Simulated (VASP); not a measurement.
# PbS (P1) in VASP: notebook

The runs below take PbS through single point, with r2SCAN.

All numbers are computed with VASP 6.6.1; they aren't measurements. Logs are shortened: lines on timing, memory, paths and dates and some standing lists are left out, and cuts for length are marked.

## 1. The cell of the first run

The typed cell holds 8 atoms: a = 8.388 Å, b = 8.388 Å, c = 4.194 Å, α = 60.00°, β = 60.00°, γ = 60.00°.

## 2. Single point, r2SCAN

The input, POSCAR:

```
PbS
1.0
    0.0000000000      5.9315000000      5.9315000000
    5.9315000000      0.0000000000      5.9315000000
    2.9657500000      2.9657500000      0.0000000000
Pb S
4 4
Direct
    0.0004578943      0.0001724690     -0.0027642249
   -0.0001344517      0.4990923881      0.0053033803
    0.5000318638      0.0012765742      0.0004005732
    0.5005415999      0.4974926241      0.0007854674
    0.2485382281      0.2522708421      0.4911676642
    0.2491295625      0.7536774846      0.4945180814
    0.7512892186      0.2549985670      0.4922316446
    0.7476800135      0.7510565624      0.5011103431
```

The input, INCAR.step1:

```
  PREC = Accurate
  ENCUT = 440
  ISMEAR = -1
  SIGMA = 0.1
  LREAL = F
  LASPH = T
  NELM = 120
  NBANDS = 50
  GGA = PE
  ALGO = Normal
  EDIFF = 1E-5
  LWAVE = T
  LCHARG = F
  GGA_COMPAT = F
```

The input, INCAR.step2:

```
  PREC = Accurate
  ENCUT = 440
  EDIFF = 1E-6
  ISMEAR = -1
  SIGMA = 0.1
  LREAL = F
  LASPH = T
  NELM = 120
  ALGO = Normal
  ISIF = 2
  LWAVE = F
  LCHARG = T
  METAGGA = R2SCAN
  LMIXTAU = T
  LELF = T
  LVHAR = T
  NBANDS = 50
  ISTART = 1
  GGA_COMPAT = F
```

The input, KPOINTS:

```
regular mesh
0
Gamma
  3 3 3
```

Potentials or basis: VASP PAW PBE potentials, release 64 (Pb_d, S).

Command:

```sh
$ cat potpaw_PBE.64/Pb_d/POTCAR potpaw_PBE.64/S/POTCAR > POTCAR
$ cp INCAR.step1 INCAR
$ mpirun -np 1 vasp_std > vasp.out
$ cp INCAR.step2 INCAR
$ mpirun -np 1 vasp_std > vasp.out
```

OUTCAR:

```text
PREC = Accurate
   ENCUT = 440
   EDIFF = 1E-6
   ISMEAR = -1
   LREAL = F
   LASPH = T
   NELM = 120
   ISIF = 2
   METAGGA = R2SCAN
   ISTART = 1

 ion  position               nearest neighbor table
   1  0.000  0.000  0.997-   6 2.95   6 2.95   5 2.97   7 2.98   8 2.98   7 2.98
   2  1.000  0.499  0.005-   5 2.92   7 2.92   8 2.97   6 2.99   5 2.99   8 2.99
   3  0.500  0.001  0.000-   5 2.94   8 2.95   6 2.96   8 2.97   7 3.00   5 3.00
   4  0.501  0.497  0.001-   7 2.95   7 2.95   5 2.95   8 2.97   6 2.98   6 2.99
   5  0.249  0.252  0.491-   2 2.92   3 2.94   4 2.95   1 2.97   2 2.99   3 3.00
   6  0.249  0.754  0.495-   1 2.95   1 2.95   3 2.96   4 2.98   2 2.99   4 2.99
   7  0.751  0.255  0.492-   2 2.92   4 2.95   4 2.95   1 2.98   1 2.98   3 3.00
   8  0.748  0.751  0.501-   3 2.95   3 2.97   2 2.97   4 2.97   1 2.98   2 2.99

  LATTYP: Found a base centered orthorhombic cell.
 ALAT       =     8.3884077452
 B/A-ratio  =     1.4142135624
 C/A-ratio  =     0.5000000000

  Lattice vectors:

 A1 = (  -2.9657500000,   2.9657500000,  -5.9315000000)
 A2 = (  -2.9657500000,   2.9657500000,   5.9315000000)
 A3 = (   2.9657500000,   2.9657500000,   0.0000000000)

Analysis of symmetry for initial positions (statically):
=====================================================================
 Subroutine PRICEL returns:
 Original cell was already a primitive cell.

 Routine SETGRP: Setting up the symmetry group for a
 base centered orthorhombic supercell.

 Subroutine GETGRP returns: Found  1 space group operations
 (whereof  1 operations were pure point group operations)
 out of a pool of  8 trial point group operations.

The static configuration has the point symmetry C_1 .

Analysis of symmetry for dynamics (positions and initial velocities):
=====================================================================
 Subroutine PRICEL returns:
 Original cell was already a primitive cell.

 Routine SETGRP: Setting up the symmetry group for a
 base centered orthorhombic supercell.

 Subroutine GETGRP returns: Found  1 space group operations
 (whereof  1 operations were pure point group operations)
 out of a pool of  8 trial point group operations.

The dynamic configuration has the point symmetry C_1 .

 Subroutine INISYM returns: Found  1 space group operations
 (whereof  1 operations are pure point group operations),
 and found     1 'primitive' translations

----------------------------------------------------------------------------------------

                                     Primitive cell

  volume of cell :     208.6861

  direct lattice vectors                    reciprocal lattice vectors
     0.000000000  5.931500000  5.931500000    -0.084295709  0.084295709  0.084295709
     5.931500000  0.000000000  5.931500000     0.084295709 -0.084295709  0.084295709
     2.965750000  2.965750000  0.000000000     0.168591419  0.168591419 -0.168591419

  length of vectors
     8.388407745  8.388407745  4.194203873     0.146004451  0.146004451  0.292008903

  position of ions in fractional coordinates (direct lattice)
     0.000457894  0.000172469  0.997235775
     0.999865548  0.499092388  0.005303380
     0.500031864  0.001276574  0.000400573
     0.500541600  0.497492624  0.000785467
     0.248538228  0.252270842  0.491167664
     0.249129563  0.753677485  0.494518081
     0.751289219  0.254998567  0.492231645
     0.747680014  0.751056562  0.501110343

  ion indices of the primitive-cell ions
   primitive index   ion index
                 1           1
                 2           2
                 3           3
                 4           4
                 5           5
                 6           6
                 7           7
                 8           8

----------------------------------------------------------------------------------------

 KPOINTS: regular mesh

Automatic generation of k-mesh.
 Grid dimensions read from file:
 generate k-points for:    3    3    3

 Generating k-lattice:

  Cartesian coordinates                     Fractional coordinates (reciprocal lattice)
    -0.028098570  0.028098570  0.028098570     0.333333333  0.000000000  0.000000000
     0.028098570 -0.028098570  0.028098570     0.000000000  0.333333333  0.000000000
     0.056197140  0.056197140 -0.056197140     0.000000000  0.000000000  0.333333333

  Length of vectors
     0.048668150  0.048668150  0.097336301

  Shift w.r.t. Gamma in fractional coordinates (k-lattice)
     0.000000000  0.000000000  0.000000000

 Subroutine IBZKPT returns following result:
 ===========================================

 Found     14 irreducible k-points:

 Following reciprocal coordinates:
            Coordinates               Weight
  0.000000  0.000000  0.000000      1.000000
  0.333333  0.000000  0.000000      2.000000
  0.000000 -0.333333  0.000000      2.000000
  0.333333  0.333333  0.000000      2.000000
 -0.333333  0.333333  0.000000      2.000000
  0.000000  0.000000  0.333333      2.000000
 -0.333333 -0.333333  0.333333      2.000000
  0.333333  0.000000  0.333333      2.000000
  0.333333 -0.333333  0.333333      2.000000
  0.000000 -0.333333 -0.333333      2.000000
  0.333333 -0.333333 -0.333333      2.000000
 -0.333333  0.000000  0.333333      2.000000
  0.000000 -0.333333  0.333333      2.000000
  0.333333  0.333333  0.333333      2.000000
   k-points           NKPTS =     14   k-points in BZ     NKDIM =     14   number of bands    NBANDS=     50
   number of dos      NEDOS =    301   number of ions     NIONS =      8
   total plane-waves  NPLWV = 108000
   dimension x,y,z NGX =    60 NGY =   60 NGZ =   30
   dimension x,y,z NGXF=   120 NGYF=  120 NGZF=   60
   ions per type =               4   4
   NGX,Y,Z   is equivalent  to a cutoff of  11.89, 11.89, 11.89 a.u.
   NGXF,Y,Z  is equivalent  to a cutoff of  23.78, 23.78, 23.78 a.u.
 SYSTEM =  unknown system
   PREC   = accura    normal or accurate (medium, high low for compatibility)
   ISTART =      1    job   : 0-new  1-cont  2-samecut
   ICHARG =      0    charge: 1-file 2-atom 10-const
   ISPIN  =      1    spin polarized calculation?
   LNONCOLLINEAR =      F non collinear calculations
   LSORBIT =      F    spin-orbit coupling
   LASPH  =      T    aspherical Exc in radial PAW
   ENCUT  =  440.0 eV  32.34 Ry    5.69 a.u.  14.35 14.35  7.17*2*pi/ulx,y,z
   NELM   =    120;   NELMIN=  2; NELMDL=  0     # of ELM steps
   EDIFF  = 0.1E-05   stopping-criterion for ELM
   LREAL  =      F    real-space projection
   EDIFFG = 0.1E-04   stopping-criterion for IOM
   NSW    =      0    number of steps for IOM
   IBRION =     -1    ionic relax: 0-MD 1-quasi-New 2-CG
   NFREE  =      0    steps in history (QN), initial steepest desc. (CG)
   ISIF   =      2    stress and relaxation
   ISYM   =      2    0-nonsym 1-usesym 2-fastsym
   POTIM  = 0.5000    time-step for ionic-motion
   TEBEG  =    0.0;   TEEND  =   0.0 temperature during run
   PSTRESS=    0.0 pullay stress
   NELECT =      80.0000    total number of electrons
   NUPDOWN=      -1.0000    fix difference up-down
   EMIN   =  10.00;   EMAX   =-10.00  energy-range for DOS
   EFERMI =   0.00;   METHOD = LEGACY
   ISMEAR =    -1;   SIGMA  =   0.10  broadening in eV -4-tet -1-fermi 0-gaus
   EFERMI_NEDOS =   21; number of points for ismear=-14 and -15
   IALGO  =     38    algorithm
   IMIX   =      4    mixing-type and parameters
     AMIX     =   0.40;   BMIX     =  1.00
     AMIX_MAG =   1.60;   BMIX_MAG =  1.00
  volume/ion in A,a.u.               =      26.09       176.04
  Fermi-wavevector in a.u.,A,eV,Ry     =   1.189251  2.247359 19.242973  1.414319
  Thomas-Fermi vector in A             =   2.325363
   LORBIT       =      0    0 simple, 1 ext, 2 COOP (PROOUT), +10 PAW based schemes
   METAGGA = R2SCAN    functional components
   LHFCALC =     F    Hartree Fock is set to
   AEXX    =    0.0000 exact exchange contribution
   IVDW    =     0    specifies the selected vdW correction
   LEPSILON=     F    determine dielectric tensor
   LRPA    =     F    only Hartree local field effects (RPA)
 non-spin polarized calculation
  energy-cutoff  :      440.00
  volume of cell :      208.69
 maximum number of plane-waves:      4384
 NGX is ok and might be reduce to    60
   NGX = 29   NGY = 29   NGZ = 15

 number of electron      80.0000017 magnetization

 Free energy of the ion-electron system (eV)
  ---------------------------------------------------
  ext. energy  EPLUGINS =         0.00000000
  ---------------------------------------------------
  free energy    TOTEN  =      -262.43519458 eV

  energy without entropy =     -262.43016517  energy(sigma->0) =     -262.43267988

 E-fermi :   6.0174     XC(G=0): -10.2570

 val. band max:        5.7033176098   @ k =   0.0000   0.0000   0.0000
 cond. band min:       6.3303904934   @ k =   0.0000   0.0000   0.0000
 fundamental gap:      0.6270728835
 Fermi energy:         6.0174350399

 k-point     1 :       0.0000    0.0000    0.0000
  band No.  band energies     occupation
      1     -11.9126      2.00000
      2     -11.7806      2.00000
      3     -11.7778      2.00000
      4     -11.7764      2.00000
      5     -11.7756      2.00000
      6     -11.7750      2.00000
[... 42 lines left out ...]
     49      11.2513      0.00000
     50      11.2599      0.00000

 k-point     2 :       0.3333    0.0000    0.0000
  band No.  band energies     occupation
      1     -11.8763      2.00000
      2     -11.8063      2.00000
      3     -11.7705      2.00000
      4     -11.7683      2.00000
      5     -11.7661      2.00000
      6     -11.7602      2.00000
[... 42 lines left out ...]
     49      10.0111      0.00000
     50      10.0182      0.00000

 k-point     3 :       0.0000   -0.3333    0.0000
  band No.  band energies     occupation
      1     -11.8764      2.00000
      2     -11.8058      2.00000
      3     -11.7710      2.00000
      4     -11.7692      2.00000
      5     -11.7671      2.00000
      6     -11.7599      2.00000
[... 42 lines left out ...]
     49      10.0110      0.00000
     50      10.0157      0.00000

 k-point     4 :       0.3333    0.3333    0.0000
  band No.  band energies     occupation
      1     -11.8545      2.00000
      2     -11.7918      2.00000
      3     -11.7898      2.00000
      4     -11.7726      2.00000
      5     -11.7647      2.00000
      6     -11.7641      2.00000
[... 469 lines left out ...]
 k-point    13 :       0.0000   -0.3333    0.3333
  band No.  band energies     occupation
      1     -11.8777      2.00000
      2     -11.8541      2.00000
      3     -11.7894      2.00000
      4     -11.7865      2.00000
      5     -11.7731      2.00000
      6     -11.7638      2.00000
[... 42 lines left out ...]
     49      10.2397      0.00000
     50      10.2827      0.00000

 k-point    14 :       0.3333    0.3333    0.3333
  band No.  band energies     occupation
      1     -11.8434      2.00000
      2     -11.8402      2.00000
      3     -11.8371      2.00000
      4     -11.7612      2.00000
      5     -11.7555      2.00000
      6     -11.7551      2.00000
[... 42 lines left out ...]
     49      10.2055      0.00000
     50      10.5035      0.00000

------------------------ aborting loop because EDIFF is reached ----------------------------------------

  FORCE on cell =-STRESS in cart. coord.  units (eV):
  Direction    XX          YY          ZZ          XY          YZ          ZX
  --------------------------------------------------------------------------------------
  -------------------------------------------------------------------------------------
  Total        1.6503375      1.6814133      1.6553122      0.2248416     -0.0003351      0.0048300
  in kB       12.6703830     12.9089661     12.7085764      1.7262101     -0.0025731      0.0370823
  external PRESSURE =      12.7626418 kB  Pullay stress =       0.0000000 kB

 VOLUME and BASIS-vectors are now :
 -----------------------------------------------------------------------------
  energy-cutoff  :      440.00
  volume of cell :      208.69
      direct lattice vectors                 reciprocal lattice vectors
     0.000000000  5.931500000  5.931500000    -0.084295709  0.084295709  0.084295709
     5.931500000  0.000000000  5.931500000     0.084295709 -0.084295709  0.084295709
     2.965750000  2.965750000  0.000000000     0.168591419  0.168591419 -0.168591419

 POSITION                                       TOTAL-FORCE (eV/Angst)
 -----------------------------------------------------------------------------------
      2.95857      2.96027      0.00374        -0.034902      0.051370     -0.033044
      2.97610      5.94643      8.89107         0.012264     -0.065158      0.047166
      0.00876      2.96713      2.97351        -0.053219      0.039438     -0.059978
      2.95321      2.97129      5.91984         0.048896     -0.043305      0.067093
      2.95303      2.93089      2.97055         0.056671      0.077306     -0.022898
      5.93705      2.94433      5.94815         0.007207      0.009899      0.039192
      2.97236      5.91611      5.96880        -0.003914     -0.010452     -0.079758
      5.94106      5.92103      8.88976        -0.033003     -0.059098      0.042226
 -----------------------------------------------------------------------------------
    total drift:                                0.000065     -0.000457      0.000165

  FREE ENERGIE OF THE ION-ELECTRON SYSTEM (eV)
  ---------------------------------------------------
  free  energy   TOTEN  =      -262.4351945781 eV

  energy  without entropy=     -262.4301651723  energy(sigma->0) =     -262.43267988
```

It took 7.5 min on 1 thread of AMD EPYC 9R45 (Zen 5), shared host; peak memory 0.35 GiB.

What came out:

| Property | Result |
| --- | --- |
| Free energy | -262.4352 eV |
| Pressure | 1.3 GPa |
| Largest force | 0.099 eV/Å |
| Band gap on the k mesh | 0.63 eV |

Forces on the atoms (eV/Å):
```
Pb  -0.035  0.051 -0.033
Pb   0.012 -0.065  0.047
Pb  -0.053  0.039 -0.060
Pb   0.049 -0.043  0.067
S    0.057  0.077 -0.023
S    0.007  0.010  0.039
S   -0.004 -0.010 -0.080
S   -0.033 -0.059  0.042
```

Stress tensor (GPa, compression positive):
```
1.27 0.17 0.00
0.17 1.29 0.00
0.00 0.00 1.27
```

Caveat: the k points lie up to 0.50 Å⁻¹ apart; the PAW data sets were made with another functional, which shifts forces and pressure a little; spin-orbit coupling is left out, which moves the levels of the heavy elements.

## 3. Single point, r2SCAN

The input, POSCAR:

```
PbS
1.0
    0.0000000000      5.9315000000      5.9315000000
    5.9315000000      0.0000000000      5.9315000000
    2.9657500000      2.9657500000      0.0000000000
Pb S
4 4
Direct
    0.0006774846      0.0004810756     -0.0060559724
   -0.0008554329      0.4979214364      0.0131862092
    0.4994931299      0.0027295794      0.0014180224
    0.5010309365      0.4941802242      0.0010398719
    0.2471809829      0.2549216893      0.4780794066
    0.2478583832      0.7590059850      0.4879507713
    0.7529070218      0.2628099132      0.4807273034
    0.7441296468      0.7526345781      0.5053386159
```

The input, INCAR.step1:

```
SYSTEM = PbS
ALGO = Normal
EDIFF = 1E-5
ENCUT = 440
GGA = PE
GGA_COMPAT = .False.
ISMEAR = -1
LASPH = .True.
LCHARG = .False.
LREAL = .False.
LWAVE = .True.
NBANDS = 50
NELM = 120
PREC = Accurate
SIGMA = 0.1
```

The input, INCAR.step2:

```
SYSTEM = PbS
ALGO = Normal
EDIFF = 1E-6
ENCUT = 440
GGA_COMPAT = .False.
ISIF = 2
ISMEAR = -1
ISTART = 1
LASPH = .True.
LCHARG = .False.
LMIXTAU = .True.
LREAL = .False.
LWAVE = .False.
METAGGA = R2SCAN
NBANDS = 50
NELM = 120
PREC = Accurate
SIGMA = 0.1
```

The input, KPOINTS:

```
k-points
0
Gamma
  3 3 3
  0 0 0
```

Potentials or basis: VASP PAW PBE potentials, release 64 (Pb_d, S).

Command:

```sh
$ cat potpaw_PBE.64/Pb_d/POTCAR potpaw_PBE.64/S/POTCAR > POTCAR
$ cp INCAR.step1 INCAR
$ mpirun -np 1 vasp_std > vasp.out
$ cp INCAR.step2 INCAR
$ mpirun -np 1 vasp_std > vasp.out
```

Run time: 7.5 min. Hardware: 1 thread of AMD EPYC 9R45 (Zen 5), shared host; peak memory 0.35 GiB.

Results (log left out):

```
Free energy            : -262.4086 eV
Pressure               : 1.4 GPa
Largest force          : 0.279 eV/Å
Band gap on the k mesh : 0.64 eV
```

Forces in eV/Å, atoms in the order of the input:
```
Pb  -0.079  0.114 -0.077
Pb   0.031 -0.180  0.137
Pb  -0.126  0.099 -0.136
Pb   0.121 -0.097  0.161
S    0.169  0.212 -0.067
S    0.013  0.008  0.095
S   -0.015 -0.003 -0.222
S   -0.114 -0.153  0.108
```

Stress tensor (GPa, compression positive):
```
1.33 0.16 0.03
0.16 1.43 0.00
0.03 0.00 1.42
```

Levels at points of the mesh, in eV from the valence-band top:
```csv
k point,band 37,band 38,band 39,band 40,band 41,band 42,band 43,band 44
"(0.00, 0.00, 0.00)",-1.93,-1.92,-0.06,0.00,0.64,0.70,2.19,2.20
```

Caveat: the k points lie up to 0.50 Å⁻¹ apart; the PAW data sets were made with another functional, which shifts forces and pressure a little; spin-orbit coupling is left out, which moves the levels of the heavy elements.

## 4. Single point, r2SCAN

The input, POSCAR:

```
PbS
1.0
    0.0000000000      5.9315000000      5.9315000000
    5.9315000000      0.0000000000      5.9315000000
    2.9657500000      2.9657500000      0.0000000000
Pb S
4 4
Direct
    0.0009560819      0.0007756891     -0.0084339543
   -0.0014449970      0.4972501054      0.0175871196
    0.4994990306      0.0034535109      0.0019919076
    0.5012603894      0.4918649583      0.0008439686
    0.2463738515      0.2575153840      0.4677371660
    0.2468357920      0.7627103599      0.4829640057
    0.7544106044      0.2688990137      0.4714687684
    0.7399919076      0.7540691225      0.5071823316
```

INCAR.step1 is that of step 3.

INCAR.step2, as its differences from that of step 3:

```diff
@@ -9,5 +9,7 @@
 LASPH = .True.
-LCHARG = .False.
+LCHARG = .True.
+LELF = .True.
 LMIXTAU = .True.
 LREAL = .False.
+LVHAR = .True.
 LWAVE = .False.
```

KPOINTS is that of step 3.

Command:

```sh
$ cat potpaw_PBE.64/Pb_d/POTCAR potpaw_PBE.64/S/POTCAR > POTCAR
$ cp INCAR.step1 INCAR
$ mpirun -np 1 vasp_std > vasp.out
$ cp INCAR.step2 INCAR
$ mpirun -np 1 vasp_std > vasp.out
```

It took 7.3 min on 1 thread of AMD EPYC 9R45 (Zen 5), shared host; peak memory 0.35 GiB.

The run converged. Its results:

| Quantity | Value |
| --- | --- |
| Free energy | -262.3730 eV |
| Pressure | 1.5 GPa |
| Largest force | 0.412 eV/Å |
| Band gap on the k mesh | 0.65 eV |

Forces on the atoms (eV/Å):
```
Pb  -0.108  0.149 -0.103
Pb   0.044 -0.273  0.232
Pb  -0.178  0.132 -0.189
Pb   0.173 -0.133  0.235
S    0.244  0.303 -0.137
S    0.024  0.005  0.142
S   -0.035  0.007 -0.368
S   -0.164 -0.189  0.188
```

Stress tensor (GPa, compression positive):
```
1.41 0.14 0.06
0.14 1.59 0.00
0.06 0.00 1.64
```

Levels at points of the mesh, in eV from the valence-band top:
```
           k point  band 36  band 37  band 38  band 39  band 40  band 41  band 42  band 43  band 44  band 45
(0.00, 0.00, 0.00)    -1.94    -1.92    -1.90    -0.11     0.00     0.65     0.77     2.20     2.22     2.26
```

Caveat: the k points lie up to 0.50 Å⁻¹ apart; the PAW data sets were made with another functional, which shifts forces and pressure a little; spin-orbit coupling is left out, which moves the levels of the heavy elements.

## 5. Summary

```csv
cell,gap on the mesh (eV),pressure (GPa),largest force (eV/Å)
"as given, atomic positions A",0.63,1.3,0.10
"as given, atomic positions B",0.64,1.4,0.28
"as given, atomic positions C",0.65,1.5,0.41
```

Alike in all rows: task single point; level r2SCAN; potentials or basis VASP PAW PBE potentials, release 64 (Pb_d, S); no spin polarisation; k mesh 3 × 3 × 3; cutoff (eV) 440; smearing fermi-dirac 0.1 eV.

Caveats: all runs use coarse meshes; the PAW data sets were made with another functional, which shifts forces and pressure a little; spin-orbit coupling is left out, which moves the levels of the heavy elements.

Total energies depend on the potentials used, so only differences within one code and one set of settings carry meaning.
